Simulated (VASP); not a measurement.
# Ag (Pm-3m) in VASP: further runs

The runs below take Ag through single point, relaxation of cell and atoms, with LDA.

All numbers are computed with VASP 6.6.1; they aren't measurements. Logs are shortened: lines on timing, memory, paths and dates and some standing lists are left out, and cuts for length are marked.

## 1. The cell of the first run

The structure is cubic, space group Pm-3m (No. 221). Conventional cell: a = 2.645 Å, b = 2.645 Å, c = 2.645 Å, α = 90.00°, β = 90.00°, γ = 90.00°. Ag (site symmetry m-3m) has 6 Ag at 2.65 Å within 3.5 Å.

## 2. Single point, LDA

File INCAR:

```
SYSTEM = Ag
PREC     = Accurate       ! precision mode
ENCUT    = 520            ! plane-wave cutoff, eV
EDIFF    = 1E-7           ! SCF threshold, eV
ISMEAR   = 1              ! smearing method
SIGMA    = 0.1            ! smearing width, eV
LREAL    = .FALSE.        ! projectors in reciprocal space
LASPH    = .TRUE.         ! aspherical terms in the spheres
NELM     = 100            ! most SCF steps
ALGO     = Normal         ! electronic algorithm
ISIF     = 2              ! what is computed and relaxed
LWAVE    = .FALSE.        ! write WAVECAR
LCHARG   = .FALSE.        ! write CHGCAR
GGA      = CA             ! functional
NBANDS   = 12             ! bands
```

File KPOINTS:

```
Automatic mesh
0
G
  9 9 9
  0 0 0
```

File POSCAR:

```
Ag
1.0
    2.6453500928      0.0000000000      0.0000000000
    0.0000000000      2.6453500928      0.0000000000
    0.0000000000      0.0000000000      2.6453500928
Ag
1
Direct
    0.0000000000      0.0000000000      0.0000000000
```

Potentials or basis: VASP PAW LDA potentials, release 64 (Ag).

Launch:

```sh
$ cat potpaw_LDA.64/Ag/POTCAR > POTCAR
$ mpirun -np 1 vasp_std > vasp.out
```

OUTCAR:

```text
SYSTEM = Ag
   PREC = Accurate
   ENCUT = 520
   EDIFF = 1E-7
   ISMEAR = 1
   LREAL = .FALSE.
   LASPH = .TRUE.
   NELM = 100
   ISIF = 2
   GGA = CA

 ion  position               nearest neighbor table
   1  0.000  0.000  0.000-

  LATTYP: Found a simple cubic cell.
 ALAT       =     2.6453500928

  Lattice vectors:

 A1 = (   2.6453500928,   0.0000000000,   0.0000000000)
 A2 = (   0.0000000000,   2.6453500928,   0.0000000000)
 A3 = (   0.0000000000,   0.0000000000,   2.6453500928)

Analysis of symmetry for initial positions (statically):
=====================================================================
 Subroutine PRICEL returns:
 Original cell was already a primitive cell.

 Routine SETGRP: Setting up the symmetry group for a
 simple cubic supercell.

 Subroutine GETGRP returns: Found 48 space group operations
 (whereof 48 operations were pure point group operations)
 out of a pool of 48 trial point group operations.

The static configuration has the point symmetry O_h .

Analysis of symmetry for dynamics (positions and initial velocities):
=====================================================================
 Subroutine PRICEL returns:
 Original cell was already a primitive cell.

 Routine SETGRP: Setting up the symmetry group for a
 simple cubic supercell.

 Subroutine GETGRP returns: Found 48 space group operations
 (whereof 48 operations were pure point group operations)
 out of a pool of 48 trial point group operations.

The dynamic configuration has the point symmetry O_h .

 Subroutine INISYM returns: Found 48 space group operations
 (whereof 48 operations are pure point group operations),
 and found     1 'primitive' translations

----------------------------------------------------------------------------------------

                                     Primitive cell

  volume of cell :      18.5118

  direct lattice vectors                    reciprocal lattice vectors
     2.645350093  0.000000000  0.000000000     0.378021799  0.000000000  0.000000000
     0.000000000  2.645350093  0.000000000     0.000000000  0.378021799  0.000000000
     0.000000000  0.000000000  2.645350093     0.000000000  0.000000000  0.378021799

  length of vectors
     2.645350093  2.645350093  2.645350093     0.378021799  0.378021799  0.378021799

  position of ions in fractional coordinates (direct lattice)
     0.000000000  0.000000000  0.000000000

  ion indices of the primitive-cell ions
   primitive index   ion index
                 1           1

----------------------------------------------------------------------------------------

 KPOINTS: Automatic mesh

Automatic generation of k-mesh.
 Grid dimensions read from file:
 generate k-points for:    9    9    9

 Generating k-lattice:

  Cartesian coordinates                     Fractional coordinates (reciprocal lattice)
     0.042002422  0.000000000  0.000000000     0.111111111  0.000000000  0.000000000
     0.000000000  0.042002422  0.000000000     0.000000000  0.111111111  0.000000000
     0.000000000  0.000000000  0.042002422     0.000000000  0.000000000  0.111111111

  Length of vectors
     0.042002422  0.042002422  0.042002422

  Shift w.r.t. Gamma in fractional coordinates (k-lattice)
     0.000000000  0.000000000  0.000000000

 Subroutine IBZKPT returns following result:
 ===========================================

 Found     35 irreducible k-points:

 Following reciprocal coordinates:
            Coordinates               Weight
  0.000000  0.000000  0.000000      1.000000
  0.111111  0.000000  0.000000      6.000000
  0.222222  0.000000  0.000000      6.000000
  0.333333  0.000000  0.000000      6.000000
  0.444444  0.000000  0.000000      6.000000
  0.111111  0.111111  0.000000     12.000000
[... 16 lines left out ...]
  0.333333  0.333333  0.111111     24.000000
  0.444444  0.333333  0.111111     48.000000
 [... further k-points ...]
   k-points           NKPTS =     35   k-points in BZ     NKDIM =     35   number of bands    NBANDS=     12
   number of dos      NEDOS =    301   number of ions     NIONS =      1
   total plane-waves  NPLWV =   8000
   dimension x,y,z NGX =    20 NGY =   20 NGZ =   20
   dimension x,y,z NGXF=    40 NGYF=   40 NGZF=   40
   ions per type =               1
   NGX,Y,Z   is equivalent  to a cutoff of  12.57, 12.57, 12.57 a.u.
   NGXF,Y,Z  is equivalent  to a cutoff of  25.14, 25.14, 25.14 a.u.
 SYSTEM =  Ag
   PREC   = accura    normal or accurate (medium, high low for compatibility)
   ISTART =      0    job   : 0-new  1-cont  2-samecut
   ICHARG =      2    charge: 1-file 2-atom 10-const
   ISPIN  =      1    spin polarized calculation?
   LNONCOLLINEAR =      F non collinear calculations
   LSORBIT =      F    spin-orbit coupling
   LASPH  =      T    aspherical Exc in radial PAW
   ENCUT  =  520.0 eV  38.22 Ry    6.18 a.u.   4.92  4.92  4.92*2*pi/ulx,y,z
   NELM   =    100;   NELMIN=  2; NELMDL= -5     # of ELM steps
   EDIFF  = 0.1E-06   stopping-criterion for ELM
   LREAL  =      F    real-space projection
   EDIFFG = 0.1E-05   stopping-criterion for IOM
   NSW    =      0    number of steps for IOM
   IBRION =     -1    ionic relax: 0-MD 1-quasi-New 2-CG
   NFREE  =      0    steps in history (QN), initial steepest desc. (CG)
   ISIF   =      2    stress and relaxation
   ISYM   =      2    0-nonsym 1-usesym 2-fastsym
   POTIM  = 0.5000    time-step for ionic-motion
   TEBEG  =    0.0;   TEEND  =   0.0 temperature during run
   PSTRESS=    0.0 pullay stress
   NELECT =      11.0000    total number of electrons
   NUPDOWN=      -1.0000    fix difference up-down
   EMIN   =  10.00;   EMAX   =-10.00  energy-range for DOS
   EFERMI =   0.00;   METHOD = LEGACY
   ISMEAR =     1;   SIGMA  =   0.10  broadening in eV -4-tet -1-fermi 0-gaus
   EFERMI_NEDOS =   21; number of points for ismear=-14 and -15
   IALGO  =     38    algorithm
   IMIX   =      4    mixing-type and parameters
     AMIX     =   0.40;   BMIX     =  1.00
     AMIX_MAG =   1.60;   BMIX_MAG =  1.00
  volume/ion in A,a.u.               =      18.51       124.92
  Fermi-wavevector in a.u.,A,eV,Ry     =   1.376330  2.600887 25.773301  1.894284
  Thomas-Fermi vector in A             =   2.501585
   LORBIT       =      0    0 simple, 1 ext, 2 COOP (PROOUT), +10 PAW based schemes
   GGA     = CA    functional components
   LHFCALC =     F    Hartree Fock is set to
   AEXX    =    0.0000 exact exchange contribution
   IVDW    =     0    specifies the selected vdW correction
   LEPSILON=     F    determine dielectric tensor
   LRPA    =     F    only Hartree local field effects (RPA)
 non-spin polarized calculation
 Methfessel and Paxton  Order N= 1 SIGMA  =   0.10
  energy-cutoff  :      520.00
  volume of cell :       18.51
 maximum number of plane-waves:       513
 NGX is ok and might be reduce to    20
   NGX =  9   NGY =  9   NGZ =  9

 number of electron      11.0000002 magnetization

 Free energy of the ion-electron system (eV)
  ---------------------------------------------------
  ext. energy  EPLUGINS =         0.00000000
  ---------------------------------------------------
  free energy    TOTEN  =        -3.37550417 eV

  energy without entropy =       -3.37578833  energy(sigma->0) =       -3.37559889

 E-fermi :   6.7095     XC(G=0): -12.0030

 val. band max:        6.6377964707   @ k =   0.4444   0.1111   0.1111
 cond. band min:       7.2057721956   @ k =   0.4444   0.2222   0.0000
 fundamental gap:      0.5679757250
 Fermi energy:         6.7095390559

 k-point     1 :       0.0000    0.0000    0.0000
  band No.  band energies     occupation
      1      -0.1448      2.00000
      2       0.6914      2.00000
      3       0.6914      2.00000
      4       4.2738      2.00000
      5       4.2738      2.00000
      6       4.2738      2.00000
      7      21.6633      0.00000
      8      21.6633      0.00000
      9      21.6633      0.00000
     10      27.4229      0.00000
     11      27.4229      0.00000
     12      27.9627      0.00000

 k-point     2 :       0.1111    0.0000    0.0000
  band No.  band energies     occupation
      1       0.1329      2.00000
      2       0.7321      2.00000
      3       0.9237      2.00000
      4       4.1212      2.00000
      5       4.1212      2.00000
      6       4.2863      2.00000
      7      19.3969      0.00000
      8      22.1261      0.00000
      9      22.1261      0.00000
     10      27.0234      0.00000
     11      27.6775      0.00000
     12      30.3571      0.00000

 k-point     3 :       0.2222    0.0000    0.0000
  band No.  band energies     occupation
      1       0.6457      2.00000
      2       0.8369      2.00000
      3       1.8605      2.00000
      4       3.7547      2.00000
      5       3.7547      2.00000
      6       4.3182      2.00000
      7      15.8658      0.00000
      8      23.3972      0.00000
      9      23.3972      0.00000
     10      26.0733      0.00000
     11      27.5648      0.00000
     12      34.9907      0.00000
[... 286 lines left out ...]
 k-point    23 :       0.3333    0.3333    0.1111
  band No.  band energies     occupation
      1       1.4929      2.00000
      2       1.6996      2.00000
      3       3.1562      2.00000
      4       3.1698      2.00000
      5       3.6205      2.00000
      6       6.6184      2.02671
      7      13.9802      0.00000
      8      16.8711      0.00000
      9      22.7677      0.00000
     10      24.5466      0.00000
     11      29.7450      0.00000
     12      31.4979      0.00000

 k-point    24 :       0.4444    0.3333    0.1111
  band No.  band energies     occupation
      1       1.2057      2.00000
      2       1.8138      2.00000
      3       2.9672      2.00000
      4       3.2349      2.00000
      5       4.0710      2.00000
      6       8.7894      0.00000
      7      11.5384      0.00000
      8      17.8976      0.00000
      9      20.1306      0.00000
     10      25.7872      0.00000
     11      28.3057      0.00000
     12      30.9279      0.00000

 [... further k-points ...]
[... 5 lines left out ...]
  --------------------------------------------------------------------------------------
  -------------------------------------------------------------------------------------
  Total        0.0047693      0.0047693      0.0047693      0.0000000      0.0000000      0.0000000
  in kB        0.4127789      0.4127789      0.4127789      0.0000000      0.0000000      0.0000000
  external PRESSURE =       0.4127789 kB  Pullay stress =       0.0000000 kB

 VOLUME and BASIS-vectors are now :
 -----------------------------------------------------------------------------
  energy-cutoff  :      520.00
  volume of cell :       18.51
      direct lattice vectors                 reciprocal lattice vectors
     2.645350093  0.000000000  0.000000000     0.378021799  0.000000000  0.000000000
     0.000000000  2.645350093  0.000000000     0.000000000  0.378021799  0.000000000
     0.000000000  0.000000000  2.645350093     0.000000000  0.000000000  0.378021799

 POSITION                                       TOTAL-FORCE (eV/Angst)
 -----------------------------------------------------------------------------------
      0.00000      0.00000      0.00000         0.000000      0.000000      0.000000
 -----------------------------------------------------------------------------------
    total drift:                                0.000000      0.000000      0.000000

  FREE ENERGIE OF THE ION-ELECTRON SYSTEM (eV)
  ---------------------------------------------------
  free  energy   TOTEN  =        -3.3755041708 eV

  energy  without entropy=       -3.3757883260  energy(sigma->0) =       -3.37559889
```

Wall time 3.6 s (1 thread of Intel Xeon Platinum 8488C (Sapphire Rapids), shared host); peak memory 0.12 GiB.

Results:

* Free energy: -3.3755 eV
* Pressure: 0.0 GPa

Levels at points of the mesh, in eV from the Fermi level:
| k point | band 4 | band 5 | band 6 | band 7 | band 8 | band 9 |
| --- | --- | --- | --- | --- | --- | --- |
| (0.00, 0.00, 0.00) | -2.44 | -2.44 | -2.44 | 14.95 | 14.95 | 14.95 |

## 3. Relaxation of cell and atoms, LDA

This run uses another cell than the first one, of 18.82 Å³/atom, 1.017 times its volume.

File INCAR:

```
SYSTEM = Ag
ALGO = Normal
EDIFF = 1E-6
EDIFFG = -0.02
ENCUT = 600
GGA = CA
IBRION = 2
ISIF = 3
ISMEAR = 1
LASPH = .True.
LCHARG = .False.
LREAL = .False.
LWAVE = .False.
NELM = 60
NSW = 80
PREC = Accurate
SIGMA = 0.1
```

File KPOINTS:

```
k-points
0
Gamma
  9 9 9
  0 0 0
```

File POSCAR:

```
Ag
1.0
    2.6600000000      0.0000000000      0.0000000000
    0.0000000000      2.6600000000      0.0000000000
    0.0000000000      0.0000000000      2.6600000000
Ag
1
Direct
    0.0000000000      0.0000000000      0.0000000000
```

Potentials or basis: VASP PAW LDA potentials, release 64 (Ag).

Launch:

```sh
$ cat potpaw_LDA.64/Ag/POTCAR > POTCAR
$ mpirun -np 1 vasp_std > vasp.out
```

It took 6.2 s on 1 thread of Intel Xeon Platinum 8488C (Sapphire Rapids), shared host; peak memory 0.14 GiB.

Results (log left out):

```
Free energy                            : -3.3755 eV
Relaxed volume                         : 18.52 Å³/atom
Relaxed cell                           : a = 2.646 Å, b = 2.646 Å, c = 2.646 Å, α = 90.00°, β = 90.00°, γ = 90.00°
Space group after relaxing (to 0.05 Å) : Pm-3m (No. 221)
Energy gained by relaxing              : 1.6 meV/atom
Ionic steps                            : 3
Pressure after relaxing                : 0.0 GPa
```

The path:
```tsv
step	energy change (eV)	largest force (eV/Å)	pressure (GPa)	volume (Å³)
1	0.0000	0.0000	-1.63	18.82
2	-0.0007	0.0000	1.29	18.30
3	-0.0016	0.0000	0.02	18.52
```

Final structure:
```xyz
1
Lattice="2.6458 0.0000 0.0000 0.0000 2.6458 0.0000 0.0000 0.0000 2.6458" Properties=species:S:1:pos:R:3 pbc="T T T"
Ag    0.0000    0.0000    0.0000
```

Levels at points of the mesh, in eV from the Fermi level:
| k point | band 4 | band 5 | band 6 | band 7 | band 8 | band 9 |
| --- | --- | --- | --- | --- | --- | --- |
| (0.00, 0.00, 0.00) | -2.44 | -2.44 | -2.44 | 14.95 | 14.95 | 14.95 |

(Continued in part 2 of 2.)
